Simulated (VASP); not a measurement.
# SrTe (rocksalt type) (Fm-3m) in VASP: a series of runs, part 3 of 3

VASP 6.6.1. The steps go on from the part before.

## 5. Electric field gradients, PBE (volume scaled by 1.05)

The input, INCAR:

```
SYSTEM = SrTe
  ALGO = Normal
  EDIFF = 1E-8
  ENCUT = 400
  GGA = PE
  GGA_COMPAT = .FALSE.
  ISIF = 2
  ISMEAR = -1
  LASPH = .TRUE.
  LCHARG = .FALSE.
  LEFG = .TRUE.
  LREAL = .FALSE.
  LWAVE = .FALSE.
  NBANDS = 15
  NELM = 120
  PREC = Accurate
  SIGMA = 0.03
```

The input, KPOINTS:

```
k-points
0
G
  11 11 11
  0 0 0
```

The input, POSCAR:

```
SrTe
1.0
    0.0000000000      3.4142569568      3.4142569568
    3.4142569568      0.0000000000      3.4142569568
    3.4142569568      3.4142569568      0.0000000000
Sr Te
1 1
Direct
    0.0000000000      0.0000000000      0.0000000000
    0.5000000000      0.5000000000      0.5000000000
```

Potentials or basis: VASP PAW PBE potentials, release 64 (Sr_sv, Te).

On the command line:

```
> cat potpaw_PBE.64/Sr_sv/POTCAR potpaw_PBE.64/Te/POTCAR > POTCAR
> mpirun -np 1 vasp_std > vasp.out
```

OUTCAR:

```text
SYSTEM = SrTe
   EDIFF = 1E-8
   ENCUT = 400
   GGA = PE
   ISIF = 2
   ISMEAR = -1
   LASPH = .TRUE.
   LREAL = .FALSE.
   NELM = 120
   PREC = Accurate

 ion  position               nearest neighbor table
   1  0.000  0.000  0.000-   2 3.41   2 3.41   2 3.41   2 3.41   2 3.41   2 3.41
   2  0.500  0.500  0.500-   1 3.41   1 3.41   1 3.41   1 3.41   1 3.41   1 3.41

  LATTYP: Found a face centered cubic cell.
 ALAT       =     6.8285139136

  Lattice vectors:

 A1 = (   0.0000000000,   3.4142569568,   3.4142569568)
 A2 = (   3.4142569568,   0.0000000000,   3.4142569568)
 A3 = (   3.4142569568,   3.4142569568,   0.0000000000)

Analysis of symmetry for initial positions (statically):
=====================================================================
 Subroutine PRICEL returns:
 Original cell was already a primitive cell.

 Routine SETGRP: Setting up the symmetry group for a
 face centered cubic supercell.

[... 620 lines left out ...]
      direct lattice vectors                 reciprocal lattice vectors
     0.000000000  3.414256957  3.414256957    -0.146444748  0.146444748  0.146444748
     3.414256957  0.000000000  3.414256957     0.146444748 -0.146444748  0.146444748
     3.414256957  3.414256957  0.000000000     0.146444748  0.146444748 -0.146444748

 POSITION                                       TOTAL-FORCE (eV/Angst)
 -----------------------------------------------------------------------------------
      0.00000      0.00000      0.00000         0.000000      0.000000      0.000000
      3.41426      3.41426      3.41426        -0.000000     -0.000000     -0.000000
 -----------------------------------------------------------------------------------
    total drift:                                0.000000     -0.000000     -0.000000

  FREE ENERGIE OF THE ION-ELECTRON SYSTEM (eV)
  ---------------------------------------------------
  free  energy   TOTEN  =        -8.2515298795 eV

  energy  without entropy=       -8.2515298795  energy(sigma->0) =       -8.25152988

 Electric field gradients (V/A^2)
---------------------------------------------------------------------
 ion       V_xx      V_yy      V_zz      V_xy      V_xz      V_yz
---------------------------------------------------------------------
   1       0.000    -0.000    -0.000    -0.000    -0.000    -0.000
   2      -0.000     0.000    -0.000     0.000     0.000     0.000
---------------------------------------------------------------------

 Electric field gradients after diagonalization (V/A^2)
 (convention: |V_zz| > |V_xx| > |V_yy|)
----------------------------------------------------------------------
 ion       V_xx      V_yy      V_zz     asymmetry (V_yy - V_xx)/ V_zz
----------------------------------------------------------------------
   1       0.000     0.000    -0.000       0.000
   2      -0.000    -0.000     0.001       0.000
----------------------------------------------------------------------

           NMR quadrupolar parameters

 Cq : quadrupolar parameter    Cq=e*Q*V_zz/h
 eta: asymmetry parameters     (V_yy - V_xx)/ V_zz
 Q  : nuclear electric quadrupole moment in mb (millibarn)
----------------------------------------------------------------------
 ion       Cq(MHz)       eta       Q (mb)
----------------------------------------------------------------------
   1      -0.000       0.000       1.000
   2       0.000       0.000       1.000
----------------------------------------------------------------------
```

stdout:

```text
POSCAR found type information on POSCAR SrTe
 POSCAR found :  2 types and       2 ions
 scaLAPACK will be used
 LDA part: xc-table for (Slater+PW92), standard interpolation
 POSCAR, INCAR and KPOINTS ok, starting setup
 FFT: planning ... GRIDC
 FFT: planning ... GRID_SOFT
 FFT: planning ... GRID
 WAVECAR not read
 entering main loop
ion   1

ion   2
```

Run time: 31 s. Hardware: 1 thread of Intel Xeon Platinum 8259CL at 2.50GHz (Skylake/Cascade Lake), shared host; peak memory 0.2 GiB.

Results:

| Quantity | Value |
| --- | --- |
| Free energy | -8.2515 eV |
| Pressure | -1.4 GPa |
| Band gap on the k mesh | 1.89 eV, indirect (least direct gap 2.53 eV) |

Levels at points of the mesh, in eV from the valence-band top:
```csv
k point,band 6,band 7,band 8,band 9,band 10,band 11
"(0.00, 0.00, 0.00)",0.00,0.00,0.00,2.53,3.33,3.33
```

Caveat: without QUAD_EFG the Cq values of the log hold for a quadrupole moment of 1 mb, not for the nuclei; spin-orbit coupling is left out, which moves the levels of the heavy elements. A k mesh can miss the band edges.

## 6. Electric field gradients, PBE (volume scaled by 1.05)

The input, INCAR:

```
ALGO = Normal
EDIFF = 1E-8
ENCUT = 400
GGA = PE
GGA_COMPAT = False
ISIF = 2
ISMEAR = -1
LASPH = True
LCHARG = False
LEFG = True
LREAL = False
LWAVE = False
NBANDS = 15
NELM = 120
PREC = Accurate
SIGMA = 0.03
```

The input, KPOINTS:

```
k-points
0
Gamma
  11 11 11
```

POSCAR is that of step 5.

Potentials or basis: VASP PAW PBE potentials, release 64 (Sr_sv, Te).

On the command line:

```
> cat potpaw_PBE.64/Sr_sv/POTCAR potpaw_PBE.64/Te/POTCAR > POTCAR
> mpirun -np 1 vasp_std > vasp.out
```

OUTCAR:

```text
EDIFF = 1E-8
   ENCUT = 400
   GGA = PE
   ISIF = 2
   ISMEAR = -1
   LASPH = True
   LREAL = False
   NELM = 120
   PREC = Accurate

 ion  position               nearest neighbor table
   1  0.000  0.000  0.000-   2 3.41   2 3.41   2 3.41   2 3.41   2 3.41   2 3.41
   2  0.500  0.500  0.500-   1 3.41   1 3.41   1 3.41   1 3.41   1 3.41   1 3.41

  LATTYP: Found a face centered cubic cell.
 ALAT       =     6.8285139136

  Lattice vectors:

 A1 = (   0.0000000000,   3.4142569568,   3.4142569568)
 A2 = (   3.4142569568,   0.0000000000,   3.4142569568)
 A3 = (   3.4142569568,   3.4142569568,   0.0000000000)

Analysis of symmetry for initial positions (statically):
=====================================================================
 Subroutine PRICEL returns:
 Original cell was already a primitive cell.

 Routine SETGRP: Setting up the symmetry group for a
 face centered cubic supercell.

[... 620 lines left out ...]
      direct lattice vectors                 reciprocal lattice vectors
     0.000000000  3.414256957  3.414256957    -0.146444748  0.146444748  0.146444748
     3.414256957  0.000000000  3.414256957     0.146444748 -0.146444748  0.146444748
     3.414256957  3.414256957  0.000000000     0.146444748  0.146444748 -0.146444748

 POSITION                                       TOTAL-FORCE (eV/Angst)
 -----------------------------------------------------------------------------------
      0.00000      0.00000      0.00000         0.000000      0.000000      0.000000
      3.41426      3.41426      3.41426        -0.000000     -0.000000     -0.000000
 -----------------------------------------------------------------------------------
    total drift:                                0.000000     -0.000000     -0.000000

  FREE ENERGIE OF THE ION-ELECTRON SYSTEM (eV)
  ---------------------------------------------------
  free  energy   TOTEN  =        -8.2515298795 eV

  energy  without entropy=       -8.2515298795  energy(sigma->0) =       -8.25152988

 Electric field gradients (V/A^2)
---------------------------------------------------------------------
 ion       V_xx      V_yy      V_zz      V_xy      V_xz      V_yz
---------------------------------------------------------------------
   1       0.000    -0.000    -0.000    -0.000    -0.000    -0.000
   2      -0.000     0.000    -0.000     0.000     0.000     0.000
---------------------------------------------------------------------

 Electric field gradients after diagonalization (V/A^2)
 (convention: |V_zz| > |V_xx| > |V_yy|)
----------------------------------------------------------------------
 ion       V_xx      V_yy      V_zz     asymmetry (V_yy - V_xx)/ V_zz
----------------------------------------------------------------------
   1       0.000     0.000    -0.000       0.000
   2      -0.000    -0.000     0.001       0.000
----------------------------------------------------------------------

           NMR quadrupolar parameters

 Cq : quadrupolar parameter    Cq=e*Q*V_zz/h
 eta: asymmetry parameters     (V_yy - V_xx)/ V_zz
 Q  : nuclear electric quadrupole moment in mb (millibarn)
----------------------------------------------------------------------
 ion       Cq(MHz)       eta       Q (mb)
----------------------------------------------------------------------
   1      -0.000       0.000       1.000
   2       0.000       0.000       1.000
----------------------------------------------------------------------
```

stdout:

```text
POSCAR found type information on POSCAR SrTe
 POSCAR found :  2 types and       2 ions
 scaLAPACK will be used
 LDA part: xc-table for (Slater+PW92), standard interpolation
 POSCAR, INCAR and KPOINTS ok, starting setup
 FFT: planning ... GRIDC
 FFT: planning ... GRID_SOFT
 FFT: planning ... GRID
 WAVECAR not read
 entering main loop
ion   1

ion   2
```

Run time: 32 s. Hardware: 1 thread of Intel Xeon Platinum 8259CL at 2.50GHz (Skylake/Cascade Lake), shared host; peak memory 0.2 GiB.

Results:

| Item | Value |
| --- | --- |
| Free energy | -8.2515 eV |
| Pressure | -1.4 GPa |
| Band gap on the k mesh | 1.89 eV, indirect (least direct gap 2.53 eV) |

Levels at points of the mesh, in eV from the valence-band top:
```csv
k point,band 4,band 5,band 6,band 7,band 8,band 9,band 10,band 11,band 12,band 13
"(0.00, 0.00, 0.00)",-16.85,-9.76,0.00,0.00,0.00,2.53,3.33,3.33,3.33,3.90
```

Caveat: without QUAD_EFG the Cq values of the log hold for a quadrupole moment of 1 mb, not for the nuclei; spin-orbit coupling is left out, which moves the levels of the heavy elements.

## 7. Summary

| cell | gap on the mesh (eV) | pressure (GPa) |
| --- | --- | --- |
| a = 4.751 Å, angles 60.0°, 2 atoms | 1.78 | 0.1 |
| a = 4.790 Å, angles 60.0°, 2 atoms | 1.84 | -0.7 |
| a = 4.828 Å, angles 60.0°, 2 atoms | 1.89 | -1.4 |

Alike in all rows: task electric field gradients; level PBE; potentials or basis VASP PAW PBE potentials, release 64 (Sr_sv, Te); no spin polarisation; k mesh 11 × 11 × 11; cutoff (eV) 400; smearing fermi-dirac 0.03 eV.

Caveats: spin-orbit coupling is left out, which moves the levels of the heavy elements.

Absolute energies hang on the potentials; compare differences alone.
